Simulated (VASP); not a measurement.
# RbBr (P4/nmm) in VASP: notebook

Runs on RbBr. Level: PBE. Tasks: single point.

Everything below comes from runs of VASP 6.6.1. Logs are shortened: lines on timing, memory, paths and dates and some standing lists are left out, and cuts for length are marked.

## Step 1: The cell of the first run

The structure is tetragonal, space group P4/nmm (No. 129). The conventional cell has a = 5.862 Å, b = 5.862 Å, c = 4.154 Å, α = 90.00°, β = 90.00°, γ = 90.00°. Within 4.7 Å of Rb (site symmetry -4m2) lie 8 Br at 3.56 to 3.63 Å and 6 Rb at 4.15 Å. Br (site symmetry 4mm) has 8 Rb at 3.56 to 3.63 Å and 6 Br at 4.15 Å within 4.7 Å.

The cell was built from a structure type or drawn by symmetry, and may not be a known phase.

## Step 2: Single point, PBE

Input file INCAR:

```
SYSTEM = RbBr
PREC     = Accurate       ! precision mode
ENCUT    = 500            ! plane-wave cutoff, eV
EDIFF    = 1E-6           ! SCF threshold, eV
ISMEAR   = 0              ! smearing method
SIGMA    = 0.15           ! smearing width, eV
LREAL    = .FALSE.        ! projectors in reciprocal space
LASPH    = .TRUE.         ! aspherical terms in the spheres
NELM     = 120            ! most SCF steps
ALGO     = Normal         ! electronic algorithm
ISIF     = 2              ! what is computed and relaxed
LWAVE    = .FALSE.        ! write WAVECAR
LCHARG   = .FALSE.        ! write CHGCAR
GGA      = PE             ! functional
NBANDS   = 24             ! bands
GGA_COMPAT= .FALSE.
```

Input file KPOINTS:

```
regular mesh
0
G
  2 2 3
  0 0 0
```

Input file POSCAR:

```
RbBr
1.0
    5.8623446972      0.0000000000      0.0000000000
    0.0000000000      5.8623446972      0.0000000000
    0.0000000000      0.0000000000      4.1544840977
Rb Br
2 2
Direct
    0.0000000000      0.0000000000      0.5000000000
    0.5000000000      0.5000000000      0.5000000000
    0.5000000000      0.0000000000      0.9854685126
    0.0000000000      0.5000000000      0.0145314874
```

Potentials or basis: VASP PAW PBE potentials, release 64 (Rb_sv, Br).

The run is started by

```sh
$ cat potpaw_PBE.64/Rb_sv/POTCAR potpaw_PBE.64/Br/POTCAR > POTCAR
$ mpirun -np 1 vasp_std > vasp.out
```

OUTCAR:

```text
SYSTEM = RbBr
   PREC = Accurate
   ENCUT = 500
   EDIFF = 1E-6
   ISMEAR = 0
   LREAL = .FALSE.
   LASPH = .TRUE.
   NELM = 120
   ISIF = 2
   GGA = PE

 ion  position               nearest neighbor table
   1  0.000  0.000  0.500-   3 3.56   4 3.56   4 3.56   3 3.56   4 3.63   4 3.63   3 3.63   3 3.63
                             2 4.15   2 4.15   2 4.15   2 4.15
   2  0.500  0.500  0.500-   3 3.56   4 3.56   3 3.56   4 3.56   4 3.63   3 3.63   4 3.63   3 3.63
                             1 4.15   1 4.15   1 4.15   1 4.15
   3  0.500  0.000  0.985-   1 3.56   2 3.56   2 3.56   1 3.56   2 3.63   1 3.63   1 3.63   2 3.63

   4  0.000  0.500  0.015-   1 3.56   2 3.56   1 3.56   2 3.56   1 3.63   1 3.63   2 3.63   2 3.63

  LATTYP: Found a simple tetragonal cell.
 ALAT       =     5.8623446972
 C/A-ratio  =     0.7086727772

  Lattice vectors:

 A1 = (   5.8623446972,   0.0000000000,   0.0000000000)
 A2 = (   0.0000000000,   5.8623446972,   0.0000000000)
 A3 = (   0.0000000000,   0.0000000000,   4.1544840977)

Analysis of symmetry for initial positions (statically):
=====================================================================
 Subroutine PRICEL returns:
 Original cell was already a primitive cell.

 Routine SETGRP: Setting up the symmetry group for a
 simple tetragonal supercell.

 Subroutine GETGRP returns: Found 16 space group operations
 (whereof  8 operations were pure point group operations)
 out of a pool of 16 trial point group operations.

The static configuration has the point symmetry D_2d.
 The point group associated with its full space group is D_4h.

Analysis of symmetry for dynamics (positions and initial velocities):
=====================================================================
 Subroutine PRICEL returns:
 Original cell was already a primitive cell.

 Routine SETGRP: Setting up the symmetry group for a
 simple tetragonal supercell.

 Subroutine GETGRP returns: Found 16 space group operations
 (whereof  8 operations were pure point group operations)
 out of a pool of 16 trial point group operations.

The dynamic configuration has the point symmetry D_2d.
 The point group associated with its full space group is D_4h.

 Subroutine INISYM returns: Found 16 space group operations
 (whereof  8 operations are pure point group operations),
 and found     1 'primitive' translations

----------------------------------------------------------------------------------------

                                     Primitive cell

  volume of cell :     142.7775

  direct lattice vectors                    reciprocal lattice vectors
     5.862344697  0.000000000  0.000000000     0.170580212  0.000000000  0.000000000
     0.000000000  5.862344697  0.000000000     0.000000000  0.170580212  0.000000000
     0.000000000  0.000000000  4.154484098     0.000000000  0.000000000  0.240703774

  length of vectors
     5.862344697  5.862344697  4.154484098     0.170580212  0.170580212  0.240703774

  position of ions in fractional coordinates (direct lattice)
     0.000000000  0.000000000  0.500000000
     0.500000000  0.500000000  0.500000000
     0.500000000  0.000000000  0.985468513
     0.000000000  0.500000000  0.014531487

  ion indices of the primitive-cell ions
   primitive index   ion index
                 1           1
                 2           2
                 3           3
                 4           4

----------------------------------------------------------------------------------------

 KPOINTS: regular mesh

Automatic generation of k-mesh.
 Grid dimensions read from file:
 generate k-points for:    2    2    3

 Generating k-lattice:

  Cartesian coordinates                     Fractional coordinates (reciprocal lattice)
     0.085290106  0.000000000  0.000000000     0.500000000  0.000000000  0.000000000
     0.000000000  0.085290106  0.000000000     0.000000000  0.500000000  0.000000000
     0.000000000  0.000000000  0.080234591     0.000000000  0.000000000  0.333333333

  Length of vectors
     0.085290106  0.085290106  0.080234591

  Shift w.r.t. Gamma in fractional coordinates (k-lattice)
     0.000000000  0.000000000  0.000000000

 Subroutine IBZKPT returns following result:
 ===========================================

 Found      6 irreducible k-points:

 Following reciprocal coordinates:
            Coordinates               Weight
  0.000000  0.000000  0.000000      1.000000
  0.500000  0.000000  0.000000      2.000000
  0.500000  0.500000  0.000000      1.000000
  0.000000  0.000000  0.333333      2.000000
  0.500000  0.000000  0.333333      4.000000
  0.500000  0.500000  0.333333      2.000000
   k-points           NKPTS =      6   k-points in BZ     NKDIM =      6   number of bands    NBANDS=     24
   number of dos      NEDOS =    301   number of ions     NIONS =      4
   total plane-waves  NPLWV =  69120
   dimension x,y,z NGX =    48 NGY =   48 NGZ =   30
   dimension x,y,z NGXF=    96 NGYF=   96 NGZF=   60
   ions per type =               2   2
   NGX,Y,Z   is equivalent  to a cutoff of  13.61, 13.61, 12.00 a.u.
   NGXF,Y,Z  is equivalent  to a cutoff of  27.22, 27.22, 24.01 a.u.
 SYSTEM =  RbBr
   PREC   = accura    normal or accurate (medium, high low for compatibility)
   ISTART =      0    job   : 0-new  1-cont  2-samecut
   ICHARG =      2    charge: 1-file 2-atom 10-const
   ISPIN  =      1    spin polarized calculation?
   LNONCOLLINEAR =      F non collinear calculations
   LSORBIT =      F    spin-orbit coupling
   LASPH  =      T    aspherical Exc in radial PAW
   ENCUT  =  500.0 eV  36.75 Ry    6.06 a.u.  10.69 10.69  7.57*2*pi/ulx,y,z
   NELM   =    120;   NELMIN=  2; NELMDL= -5     # of ELM steps
   EDIFF  = 0.1E-05   stopping-criterion for ELM
   LREAL  =      F    real-space projection
   EDIFFG = 0.1E-04   stopping-criterion for IOM
   NSW    =      0    number of steps for IOM
   IBRION =     -1    ionic relax: 0-MD 1-quasi-New 2-CG
   NFREE  =      0    steps in history (QN), initial steepest desc. (CG)
   ISIF   =      2    stress and relaxation
   ISYM   =      2    0-nonsym 1-usesym 2-fastsym
   POTIM  = 0.5000    time-step for ionic-motion
   TEBEG  =    0.0;   TEEND  =   0.0 temperature during run
   PSTRESS=    0.0 pullay stress
   NELECT =      32.0000    total number of electrons
   NUPDOWN=      -1.0000    fix difference up-down
   EMIN   =  10.00;   EMAX   =-10.00  energy-range for DOS
   EFERMI =   0.00;   METHOD = LEGACY
   ISMEAR =     0;   SIGMA  =   0.15  broadening in eV -4-tet -1-fermi 0-gaus
   EFERMI_NEDOS =   21; number of points for ismear=-14 and -15
   IALGO  =     38    algorithm
   IMIX   =      4    mixing-type and parameters
     AMIX     =   0.40;   BMIX     =  1.00
     AMIX_MAG =   1.60;   BMIX_MAG =  1.00
  volume/ion in A,a.u.               =      35.69       240.88
  Fermi-wavevector in a.u.,A,eV,Ry     =   0.994424  1.879189 13.454514  0.988879
  Thomas-Fermi vector in A             =   2.126374
   LORBIT       =      0    0 simple, 1 ext, 2 COOP (PROOUT), +10 PAW based schemes
   GGA     = PE    functional components
   LHFCALC =     F    Hartree Fock is set to
   AEXX    =    0.0000 exact exchange contribution
   IVDW    =     0    specifies the selected vdW correction
   LEPSILON=     F    determine dielectric tensor
   LRPA    =     F    only Hartree local field effects (RPA)
 non-spin polarized calculation
 Gauss-broadening in eV      SIGMA  =   0.15
  energy-cutoff  :      500.00
  volume of cell :      142.78
 maximum number of plane-waves:      3666
 NGX is ok and might be reduce to    48
   NGX = 21   NGY = 21   NGZ = 15

 number of electron      32.0000004 magnetization

 Free energy of the ion-electron system (eV)
  ---------------------------------------------------
  ext. energy  EPLUGINS =         0.00000000
  ---------------------------------------------------
  free energy    TOTEN  =       -11.97779684 eV

  energy without entropy =      -11.97779684  energy(sigma->0) =      -11.97779684

 E-fermi :  -0.0227     XC(G=0):  -7.8565

 val. band max:       -0.7413898970   @ k =   0.0000   0.0000   0.0000
 cond. band min:       3.2902434780   @ k =   0.0000   0.0000   0.0000
 fundamental gap:      4.0316333750
 Fermi energy:        -0.0226608706

 k-point     1 :       0.0000    0.0000    0.0000
  band No.  band energies     occupation
      1     -25.8712      2.00000
      2     -25.8344      2.00000
      3     -13.3212      2.00000
      4     -13.1389      2.00000
      5     -10.1510      2.00000
      6     -10.1510      2.00000
[... 16 lines left out ...]
     23       7.2058      0.00000
     24       9.1327      0.00000

 k-point     2 :       0.5000    0.0000    0.0000
  band No.  band energies     occupation
      1     -25.8525      2.00000
      2     -25.8525      2.00000
      3     -13.2738      2.00000
      4     -13.2738      2.00000
      5     -10.0060      2.00000
      6     -10.0060      2.00000
[... 16 lines left out ...]
     23       7.9835      0.00000
     24       7.9835      0.00000

 k-point     3 :       0.5000    0.5000    0.0000
  band No.  band energies     occupation
      1     -25.8520      2.00000
      2     -25.8520      2.00000
      3     -13.3163      2.00000
      4     -13.3163      2.00000
      5      -9.9848      2.00000
      6      -9.9848      2.00000
[... 16 lines left out ...]
     23       7.9592      0.00000
     24       7.9592      0.00000

 k-point     4 :       0.0000    0.0000    0.3333
  band No.  band energies     occupation
      1     -25.8572      2.00000
      2     -25.8221      2.00000
      3     -13.3175      2.00000
      4     -13.0646      2.00000
      5     -10.0932      2.00000
      6     -10.0932      2.00000
[... 16 lines left out ...]
     23       7.7241      0.00000
     24       8.8845      0.00000

 k-point     5 :       0.5000    0.0000    0.3333
  band No.  band energies     occupation
      1     -25.8394      2.00000
      2     -25.8394      2.00000
      3     -13.1913      2.00000
      4     -13.1913      2.00000
      5     -10.0274      2.00000
      6     -10.0274      2.00000
[... 16 lines left out ...]
     23       7.3015      0.00000
     24       7.3015      0.00000

 k-point     6 :       0.5000    0.5000    0.3333
  band No.  band energies     occupation
      1     -25.8391      2.00000
      2     -25.8391      2.00000
      3     -13.1871      2.00000
      4     -13.1871      2.00000
      5     -10.1061      2.00000
      6     -10.1061      2.00000
[... 16 lines left out ...]
     23       7.5592      0.00000
     24       7.5592      0.00000

------------------------ aborting loop because EDIFF is reached ----------------------------------------

  FORCE on cell =-STRESS in cart. coord.  units (eV):
  Direction    XX          YY          ZZ          XY          YZ          ZX
  --------------------------------------------------------------------------------------
  -------------------------------------------------------------------------------------
  Total        0.5506261      0.5506261      0.6239466      0.0000000      0.0000000     -0.0000000
  in kB        6.1788486      6.1788486      7.0016151      0.0000000      0.0000000     -0.0000000
  external PRESSURE =       6.4531041 kB  Pullay stress =       0.0000000 kB

 VOLUME and BASIS-vectors are now :
 -----------------------------------------------------------------------------
  energy-cutoff  :      500.00
  volume of cell :      142.78
      direct lattice vectors                 reciprocal lattice vectors
     5.862344697  0.000000000  0.000000000     0.170580212  0.000000000  0.000000000
     0.000000000  5.862344697  0.000000000     0.000000000  0.170580212  0.000000000
     0.000000000  0.000000000  4.154484098     0.000000000  0.000000000  0.240703774

 POSITION                                       TOTAL-FORCE (eV/Angst)
 -----------------------------------------------------------------------------------
      0.00000      0.00000      2.07724         0.000000      0.000000      0.000000
      2.93117      2.93117      2.07724         0.000000     -0.000000      0.000000
      2.93117      0.00000      4.09411         0.000000      0.000000      0.028810
      0.00000      2.93117      0.06037         0.000000      0.000000     -0.028810
 -----------------------------------------------------------------------------------
    total drift:                                0.000000     -0.000000      0.000000

  FREE ENERGIE OF THE ION-ELECTRON SYSTEM (eV)
  ---------------------------------------------------
  free  energy   TOTEN  =       -11.9777968414 eV

  energy  without entropy=      -11.9777968414  energy(sigma->0) =      -11.97779684
```

Wall time 29 s (1 thread of Intel Xeon 8259CL, shared host); peak memory 0.25 GiB.

What came out:

* Free energy: -11.9778 eV
* Pressure: 0.6 GPa
* Largest force: 0.029 eV/Å
* Band gap on the k mesh: 4.03 eV

Forces in eV/Å, atoms in the order of the input:
```
Rb   0.000  0.000  0.000
Rb   0.000  0.000  0.000
Br   0.000  0.000  0.029
Br   0.000  0.000 -0.029
```

Levels at points of the mesh, in eV from the valence-band top:
```
           k point  band 14  band 15  band 16  band 17  band 18  band 19
(0.00, 0.00, 0.00)    -0.14    -0.14     0.00     4.03     5.31     5.60
(0.50, 0.00, 0.00)    -0.66    -0.15    -0.15     5.86     5.86     6.48
(0.50, 0.50, 0.00)    -0.22    -0.21    -0.21     6.88     6.88     7.02
```

Caveat: the k points lie up to 0.54 Å⁻¹ apart.

## Step 3: Single point, PBE

This run uses another cell than the first one, of 36.80 Å³/atom.

Input file INCAR:

```
SYSTEM = RbBr
PREC = Accurate
ENCUT = 500
EDIFF = 1E-6
ISMEAR = 0
SIGMA = 0.15
LREAL = .FALSE.
LASPH = .TRUE.
NELM = 120
ALGO = Normal
ISIF = 2
LWAVE = .FALSE.
LCHARG = .FALSE.
GGA = PE
NBANDS = 24
GGA_COMPAT = .FALSE.
```

Input file KPOINTS:

```
regular mesh
0
G
  3 3 3
  0 0 0
```

Input file POSCAR:

```
RbBr
1.0
    5.9234779181      0.0000000000      0.0000000000
    0.0000000000      5.9234779181      0.0000000000
    0.0000000000      0.0000000000      4.1954250112
Rb Br
2 2
Direct
    0.0000000000      0.0000000000      0.0000000000
    0.5000000000      0.5000000000      0.0000000000
    0.5000000000      0.0000000000      0.4973663110
    0.0000000000      0.5000000000      0.5026336890
```

Potentials or basis: VASP PAW PBE potentials, release 64 (Rb_sv, Br).

The run is started by

```sh
$ cat potpaw_PBE.64/Rb_sv/POTCAR potpaw_PBE.64/Br/POTCAR > POTCAR
$ mpirun -np 1 vasp_std > vasp.out
```

It took 42 s on 1 thread of Intel Xeon 8259CL, shared host; peak memory 0.25 GiB.

It converged, with:

```
Free energy            : -11.9986 eV
Pressure               : 0.1 GPa
Largest force          : 0.004 eV/Å
Band gap on the k mesh : 3.93 eV
```

Forces in eV/Å, atoms in the order of the input:
```
Rb   0.000  0.000  0.000
Rb   0.000  0.000  0.000
Br   0.000  0.000  0.004
Br   0.000  0.000 -0.004
```

Stress tensor (GPa, compression positive):
```
0.09 0.00 0.00
0.00 0.09 0.00
0.00 0.00 0.18
```

Levels at points of the mesh, in eV from the valence-band top:
```csv
k point,band 12,band 13,band 14,band 15,band 16,band 17,band 18,band 19,band 20,band 21
"(0.00, 0.00, 0.00)",-0.99,-0.15,-0.14,-0.14,0.00,3.93,5.29,5.63,5.63,6.17
```

Caveat: the k points lie up to 0.50 Å⁻¹ apart.
